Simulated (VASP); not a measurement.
# NdZrS2 (R-3m) in VASP: relaxation of cell and atoms with PBE

Aim: the relaxation of cell and atoms of NdZrS2 with PBE.

Everything below comes from runs of VASP 6.6.1. Logs are shortened: lines on timing, memory, paths and dates and some standing lists are left out, and cuts for length are marked.

## Step 1: The cell of the first run

It takes space group R-3m (No. 166, trigonal). The conventional cell has a = 3.905 Å, b = 3.905 Å, c = 18.628 Å, α = 90.00°, β = 90.00°, γ = 120.00°. Nd (site symmetry -3m) has 6 S at 2.83 Å and 6 Zr at 3.84 Å and 6 Nd at 3.91 Å within 4.0 Å. Within 3.5 Å of Zr (site symmetry -3m) lie 6 S at 2.65 Å. S (site symmetry 3m) has 3 Zr at 2.65 Å and 3 Nd at 2.83 Å and 3 S at 3.59 Å within 3.6 Å.

The cell was built from a structure type or drawn by symmetry, and may not be a known phase.

## Step 2: Relaxation of cell and atoms, PBE

INCAR

```
  ALGO = Normal
  EDIFF = 1E-7
  EDIFFG = -0.04
  ENCUT = 500
  GGA = PE
  GGA_COMPAT = False
  IBRION = 2
  ISIF = 3
  ISMEAR = 0
  LASPH = True
  LCHARG = False
  LMAXMIX = 6
  LREAL = False
  LWAVE = False
  NELM = 200
  NELMIN = 4
  NSW = 90
  PREC = Accurate
  SIGMA = 0.1
```

KPOINTS

```
k-points
0
Gamma
  6 6 6
```

POSCAR

```
NdZrS2
1.0
    1.9525640493      1.1273133795      6.2092970384
   -1.9525640493      1.1273133795      6.2092970384
    0.0000000000     -2.2546267590      6.2092970384
Nd Zr S
1 1 2
Direct
    0.5000000000      0.5000000000      0.5000000000
    0.0000000000      0.0000000000      0.0000000000
    0.7417227085      0.7417227085      0.7417227085
    0.2582772915      0.2582772915      0.2582772915
```

Potentials or basis: VASP PAW PBE potentials, release 64 (Nd_3, Zr_sv, S), 4f in core.

Run with:

```sh
$ cat potpaw_PBE.64/Nd_3/POTCAR potpaw_PBE.64/Zr_sv/POTCAR potpaw_PBE.64/S/POTCAR > POTCAR
$ mpirun -np 1 vasp_std > vasp.out
```

OUTCAR:

```text
EDIFF = 1E-7
   EDIFFG = -0.04
   ENCUT = 500
   GGA = PE
   IBRION = 2
   ISIF = 3
   ISMEAR = 0
   LASPH = True
   LREAL = False
   NELM = 200
   NELMIN = 4
   NSW = 90
   PREC = Accurate

 ion  position               nearest neighbor table
   1  0.500  0.500  0.500-   4 2.83   4 2.83   3 2.83   3 2.83   4 2.83   3 2.83   2 3.84   2 3.84
                             2 3.84   2 3.84   2 3.84   2 3.84
   2  0.000  0.000  0.000-   3 2.65   3 2.65   4 2.65   4 2.65   3 2.65   4 2.65   1 3.84   1 3.84
                             1 3.84   1 3.84   1 3.84   1 3.84
   3  0.742  0.742  0.742-   2 2.65   2 2.65   2 2.65   1 2.83   1 2.83   1 2.83
   4  0.258  0.258  0.258-   2 2.65   2 2.65   2 2.65   1 2.83   1 2.83   1 2.83

  LATTYP: Found a trigonal (rhomboedric) cell.
 ALAT       =     6.6059603036
 COS(alpha) =     0.8252695264

  Lattice vectors:

 A1 = (   1.9525640493,   1.1273133795,   6.2092970384)
 A2 = (  -1.9525640493,   1.1273133795,   6.2092970384)
 A3 = (   0.0000000000,  -2.2546267590,   6.2092970384)

Analysis of symmetry for initial positions (statically):
=====================================================================
 Subroutine PRICEL returns:
 Original cell was already a primitive cell.

 Routine SETGRP: Setting up the symmetry group for a
 trigonal (rhombohedral) supercell.

 Subroutine GETGRP returns: Found 12 space group operations
 (whereof 12 operations were pure point group operations)
 out of a pool of 12 trial point group operations.

The static configuration has the point symmetry D_3d.

Analysis of symmetry for dynamics (positions and initial velocities):
=====================================================================
 Subroutine PRICEL returns:
 Original cell was already a primitive cell.

 Routine SETGRP: Setting up the symmetry group for a
 trigonal (rhombohedral) supercell.

 Subroutine GETGRP returns: Found 12 space group operations
 (whereof 12 operations were pure point group operations)
 out of a pool of 12 trial point group operations.

The dynamic configuration has the point symmetry D_3d.

 Subroutine INISYM returns: Found 12 space group operations
 (whereof 12 operations are pure point group operations),
 and found     1 'primitive' translations

----------------------------------------------------------------------------------------

                                     Primitive cell

  volume of cell :      82.0056

  direct lattice vectors                    reciprocal lattice vectors
     1.952564049  1.127313380  6.209297038     0.256073546  0.147844131  0.053682942
    -1.952564049  1.127313380  6.209297038    -0.256073546  0.147844131  0.053682942
     0.000000000 -2.254626759  6.209297038     0.000000000 -0.295688261  0.053682942

  length of vectors
     6.605960304  6.605960304  6.605960304     0.300521890  0.300521890  0.300521890

  position of ions in fractional coordinates (direct lattice)
     0.500000000  0.500000000  0.500000000
     0.000000000  0.000000000  0.000000000
     0.741722708  0.741722708  0.741722708
     0.258277292  0.258277292  0.258277292

  ion indices of the primitive-cell ions
   primitive index   ion index
                 1           1
                 2           2
                 3           3
                 4           4

----------------------------------------------------------------------------------------

 KPOINTS: k-points

Automatic generation of k-mesh.
 Grid dimensions read from file:
 generate k-points for:    6    6    6

 Generating k-lattice:

  Cartesian coordinates                     Fractional coordinates (reciprocal lattice)
     0.042678924  0.024640688  0.008947157     0.166666667 -0.000000000  0.000000000
    -0.042678924  0.024640688  0.008947157    -0.000000000  0.166666667  0.000000000
     0.000000000 -0.049281377  0.008947157     0.000000000  0.000000000  0.166666667

  Length of vectors
     0.050086982  0.050086982  0.050086982

  Shift w.r.t. Gamma in fractional coordinates (k-lattice)
     0.000000000  0.000000000  0.000000000

 Subroutine IBZKPT returns following result:
 ===========================================

 Found     32 irreducible k-points:

 Following reciprocal coordinates:
            Coordinates               Weight
  0.000000  0.000000  0.000000      1.000000
  0.166667 -0.000000 -0.000000      6.000000
  0.333333 -0.000000  0.000000      6.000000
  0.500000  0.000000  0.000000      3.000000
  0.166667  0.166667 -0.000000      6.000000
  0.333333  0.166667  0.000000     12.000000
[... 16 lines left out ...]
  0.500000  0.500000  0.166667      6.000000
 -0.333333  0.500000  0.166667     12.000000
 [... further k-points ...]
   k-points           NKPTS =     32   k-points in BZ     NKDIM =     32   number of bands    NBANDS=     21
   number of dos      NEDOS =    301   number of ions     NIONS =      4
   total plane-waves  NPLWV = 110592
   dimension x,y,z NGX =    48 NGY =   48 NGZ =   48
   dimension x,y,z NGXF=    96 NGYF=   96 NGZF=   96
   ions per type =               1   1   2
   NGX,Y,Z   is equivalent  to a cutoff of  12.08, 12.08, 12.08 a.u.
   NGXF,Y,Z  is equivalent  to a cutoff of  24.16, 24.16, 24.16 a.u.
 SYSTEM =  unknown system
   PREC   = accura    normal or accurate (medium, high low for compatibility)
   ISTART =      0    job   : 0-new  1-cont  2-samecut
   ICHARG =      2    charge: 1-file 2-atom 10-const
   ISPIN  =      1    spin polarized calculation?
   LNONCOLLINEAR =      F non collinear calculations
   LSORBIT =      F    spin-orbit coupling
   LASPH  =      T    aspherical Exc in radial PAW
   ENCUT  =  500.0 eV  36.75 Ry    6.06 a.u.  12.04 12.04 12.04*2*pi/ulx,y,z
   NELM   =    200;   NELMIN=  4; NELMDL= -5     # of ELM steps
   EDIFF  = 0.1E-06   stopping-criterion for ELM
   LREAL  =      F    real-space projection
   EDIFFG = -.4E-01   stopping-criterion for IOM
   NSW    =     90    number of steps for IOM
   IBRION =      2    ionic relax: 0-MD 1-quasi-New 2-CG
   NFREE  =      1    steps in history (QN), initial steepest desc. (CG)
   ISIF   =      3    stress and relaxation
   ISYM   =      2    0-nonsym 1-usesym 2-fastsym
   POTIM  = 0.5000    time-step for ionic-motion
   TEBEG  =    0.0;   TEEND  =   0.0 temperature during run
   PSTRESS=    0.0 pullay stress
   NELECT =      35.0000    total number of electrons
   NUPDOWN=      -1.0000    fix difference up-down
   EMIN   =  10.00;   EMAX   =-10.00  energy-range for DOS
   EFERMI =   0.00;   METHOD = LEGACY
   ISMEAR =     0;   SIGMA  =   0.10  broadening in eV -4-tet -1-fermi 0-gaus
   EFERMI_NEDOS =   21; number of points for ismear=-14 and -15
   IALGO  =     38    algorithm
   IMIX   =      4    mixing-type and parameters
     AMIX     =   0.40;   BMIX     =  1.00
     AMIX_MAG =   1.60;   BMIX_MAG =  1.00
  volume/ion in A,a.u.               =      20.50       138.35
  Fermi-wavevector in a.u.,A,eV,Ry     =   1.232583  2.329245 20.670811  1.519262
  Thomas-Fermi vector in A             =   2.367348
   LORBIT       =      0    0 simple, 1 ext, 2 COOP (PROOUT), +10 PAW based schemes
   GGA     = PE    functional components
   LHFCALC =     F    Hartree Fock is set to
   AEXX    =    0.0000 exact exchange contribution
   IVDW    =     0    specifies the selected vdW correction
   LEPSILON=     F    determine dielectric tensor
   LRPA    =     F    only Hartree local field effects (RPA)
 conjugate gradient relaxation of ions
 non-spin polarized calculation
 Gauss-broadening in eV      SIGMA  =   0.10
  energy-cutoff  :      500.00
  volume of cell :       82.01
 maximum number of plane-waves:      2102
   NGX = 25   NGY = 25   NGZ = 25

--------------------------------------- Ionic step        1  -------------------------------------------

 number of electron      35.0000000 magnetization

 Free energy of the ion-electron system (eV)
  ---------------------------------------------------
  ext. energy  EPLUGINS =         0.00000000
  ---------------------------------------------------
  free energy    TOTEN  =       -28.20806259 eV

  energy without entropy =      -28.19505870  energy(sigma->0) =      -28.20156064

------------------------ aborting loop because EDIFF is reached ----------------------------------------

  FORCE on cell =-STRESS in cart. coord.  units (eV):
  Direction    XX          YY          ZZ          XY          YZ          ZX
  --------------------------------------------------------------------------------------
  -------------------------------------------------------------------------------------
  Total       -0.0284846     -0.0284846      0.7391198      0.0000000      0.0000000      0.0000000
  in kB       -0.5565154     -0.5565154     14.4404846      0.0000000      0.0000000      0.0000000
  external PRESSURE =       4.4424846 kB  Pullay stress =       0.0000000 kB
[... 95 lines left out ...]
  FREE ENERGIE OF THE ION-ELECTRON SYSTEM (eV)
  ---------------------------------------------------
  free  energy   TOTEN  =       -28.2138737933 eV

  energy  without entropy=      -28.2017374902  energy(sigma->0) =      -28.20780564

[... ionic steps 4 to 7 ...]

--------------------------------------- Ionic step        8  -------------------------------------------

 number of electron      34.9999999 magnetization

------------------------ aborting loop because EDIFF is reached ----------------------------------------

  FORCE on cell =-STRESS in cart. coord.  units (eV):
  Direction    XX          YY          ZZ          XY          YZ          ZX
  --------------------------------------------------------------------------------------
  -------------------------------------------------------------------------------------
  Total       -0.0494061     -0.0494061      0.0288964      0.0000000     -0.0000000      0.0000000
  in kB       -0.9613627     -0.9613627      0.5622764      0.0000000     -0.0000000      0.0000000
  external PRESSURE =      -0.4534830 kB  Pullay stress =       0.0000000 kB
[... 61 lines left out ...]
  energy  without entropy=      -28.2149281139  energy(sigma->0) =      -28.22004372

--------------------------------------- Ionic step       10  -------------------------------------------

 number of electron      34.9999999 magnetization

 Free energy of the ion-electron system (eV)
  ---------------------------------------------------
  ext. energy  EPLUGINS =         0.00000000
  ---------------------------------------------------
  free energy    TOTEN  =       -28.22534762 eV

  energy without entropy =      -28.21511310  energy(sigma->0) =      -28.22023036

 E-fermi :   8.3041     XC(G=0): -10.8252

 val. band max:        8.2820049546   @ k =  -0.1667   0.1667   0.0000
 cond. band min:       8.3359936752   @ k =   0.5000   0.5000   0.3333
 fundamental gap:      0.0539887205
 Fermi energy:         8.3040750519

 k-point     1 :       0.0000    0.0000    0.0000
  band No.  band energies     occupation
      1     -41.7413      2.00000
      2     -30.3273      2.00000
      3     -19.8027      2.00000
      4     -19.7758      2.00000
      5     -19.7758      2.00000
      6     -11.8554      2.00000
[... 550 lines left out ...]
      5     -19.7587      2.00000
      6     -11.9244      2.00000
[... 13 lines left out ...]
     20      10.3041      0.00000
     21      10.4612      0.00000

 [... further k-points ...]
[... 5 lines left out ...]
  --------------------------------------------------------------------------------------
  -------------------------------------------------------------------------------------
  Total        0.0009406      0.0009406      0.0708936      0.0000000      0.0000000     -0.0000000
  in kB        0.0183207      0.0183207      1.3808694      0.0000000      0.0000000     -0.0000000
  external PRESSURE =       0.4725036 kB  Pullay stress =       0.0000000 kB
[... 19 lines left out ...]
  FREE ENERGIE OF THE ION-ELECTRON SYSTEM (eV)
  ---------------------------------------------------
  free  energy   TOTEN  =       -28.2253476191 eV

  energy  without entropy=      -28.2151130992  energy(sigma->0) =      -28.22023036

 reached required accuracy - stopping structural energy minimisation
```

Run time: 8.2 min. Hardware: 1 thread of Intel Xeon Platinum 8488C (Sapphire Rapids), shared host; peak memory 0.38 GiB.

Results:

- Free energy: -28.2253 eV
- Relaxed volume: 20.56 Å³/atom
- Relaxed cell: a = 6.797 Å, b = 6.797 Å, c = 6.797 Å, α = 32.86°, β = 32.86°, γ = 32.86°
- Space group after relaxing (to 0.1 Å): R-3m (No. 166)
- Energy gained by relaxing: 4.3 meV/atom
- Ionic steps: 10
- Pressure after relaxing: 0.0 GPa
- Largest force after relaxing: 0.026 eV/Å
- Band gap on the k mesh: zero (an odd number of electrons rules out a gap without spin polarisation)

Forces in eV/Å, atoms in the order of the input:
```
Nd   0.000  0.000  0.000
Zr   0.000  0.000  0.000
S    0.000  0.000  0.026
S    0.000  0.000 -0.026
```

Stress tensor (GPa, compression positive):
```
0.00 0.00 0.00
0.00 0.00 0.00
0.00 0.00 0.14
```

Step by step:
```tsv
step	energy change (eV)	largest force (eV/Å)	pressure (GPa)	volume (Å³)
1	0.0000	0.0933	0.44	82.01
2	-0.0051	0.0559	-0.44	82.68
3	-0.0058	0.0335	-1.00	83.12
4	-0.0086	0.0143	-0.91	83.03
5	-0.0148	0.0415	-0.58	82.76
6	-0.0126	0.1587	0.21	82.18
7	-0.0164	0.0859	-0.30	82.55
8	-0.0170	0.0630	-0.05	82.34
9	-0.0171	0.0477	0.13	82.20
10	-0.0173	0.0255	0.05	82.26
```

Final structure:
```
CELL_PARAMETERS angstrom
1.92253 1.10997 6.42434
-1.92253 1.10997 6.42434
0.00000 -2.21995 6.42434
ATOMIC_POSITIONS crystal
Nd 0.50000 0.50000 0.50000
Zr 0.00000 0.00000 0.00000
S 0.74088 0.74088 0.74088
S 0.25912 0.25912 0.25912
```

Levels at points of the mesh, in eV from the Fermi level:
| k point | band 13 | band 14 | band 15 | band 16 | band 17 | band 18 | band 19 | band 20 | band 21 |
| --- | --- | --- | --- | --- | --- | --- | --- | --- | --- |
| (0.00, 0.00, 0.00) | -5.57 | -3.40 | -3.39 | -3.39 | -0.93 | -0.81 | -0.81 | 0.10 | 0.10 |
| (0.50, 0.00, 0.00) | -5.38 | -4.94 | -4.89 | -4.87 | -1.05 | -0.85 | 1.45 | 1.49 | 2.92 |
| (0.50, 0.50, 0.00) | -5.51 | -5.40 | -4.12 | -4.03 | -2.81 | 1.01 | 1.42 | 1.77 | 1.79 |
| (0.50, 0.50, 0.50) | -5.15 | -5.15 | -4.31 | -4.31 | -0.24 | -0.24 | -0.21 | -0.06 | 0.98 |

Caveat: spin-orbit coupling is left out, which moves the levels of the heavy elements; the 4f electrons are frozen in the core, so they carry no moment and show no levels; the run has no spin polarisation, though such a crystal can be magnetic.
